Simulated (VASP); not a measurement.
Input of a VASP 6.6.1 run:

The input INCAR:

```
PREC     = Accurate       # precision mode
ENCUT    = 520            # plane-wave cutoff, eV
EDIFF    = 1E-7           # SCF threshold, eV
ISMEAR   = -1             # smearing method
SIGMA    = 0.05           # smearing width, eV
LREAL    = F              # projectors in reciprocal space
LASPH    = T              # aspherical terms in the spheres
NELM     = 100            # most SCF steps
ALGO     = Normal         # electronic algorithm
ISIF     = 2              # what is computed and relaxed
LWAVE    = F              # write WAVECAR
LCHARG   = F              # write CHGCAR
GGA      = PE             # functional
NBANDS   = 24             # bands
```

The input KPOINTS:

```
regular mesh
0
Gamma
  9 9 12
```

File POSCAR:

```
Cu
1.0
    4.1712113890      0.0000000000      0.0000000000
   -2.0856056945      3.6123750274      0.0000000000
    0.0000000000      0.0000000000      2.4967217251
Cu
3
Direct
    0.0000000000      0.0000000000      0.0000000000
    0.3333333333      0.6666666667      0.5000000000
    0.6666666667      0.3333333333      0.5000000000
```

Potentials or basis: VASP PAW PBE potentials, release 64 (Cu).

The run is started by

```bash
$ cat potpaw_PBE.64/Cu/POTCAR > POTCAR
$ mpirun -np 1 vasp_std > vasp.out
```

Task: Estimate the pressure.

Result: -3.2 GPa.

Stress tensor (GPa, compression positive):
```
-3.17  0.00  0.00
 0.00 -3.17  0.00
 0.00  0.00 -3.26
```
